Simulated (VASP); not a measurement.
A run of VASP 6.6.1 is set up as follows.

Contents of INCAR:

```
ALGO = Normal
EDIFF = 1E-7
ENCUT = 520
ISIF = 2
ISMEAR = -1
LASPH = True
LCHARG = False
LREAL = False
LWAVE = False
NBANDS = 33
NELM = 100
PREC = Accurate
SIGMA = 0.05
```

Contents of KPOINTS:

```
k-points
0
Gamma
  9 9 9
```

POSCAR

```
ScGa3
1.0
    4.0675159504      0.0000000000      0.0000000000
    0.0000000000      4.0675159504      0.0000000000
    0.0000000000      0.0000000000      4.0675159504
Sc Ga
1 3
Direct
    0.0000000000      0.0000000000      0.0000000000
    0.0000000000      0.5000000000      0.5000000000
    0.5000000000      0.0000000000      0.5000000000
    0.5000000000      0.5000000000      0.0000000000
```

Potentials or basis: VASP PAW LDA potentials, release 64 (Sc_sv, Ga_d).

Run with:

```console
$ cat potpaw_LDA.64/Sc_sv/POTCAR potpaw_LDA.64/Ga_d/POTCAR > POTCAR
$ mpirun -np 1 vasp_std > vasp.out
```

Q: Predict the band gap on the k mesh.

A: Zero (band 25 reaches 6.66 eV, above the bottom of band 26 at 3.47 eV).

Q: Estimate the pressure.

A: -3.8 GPa.
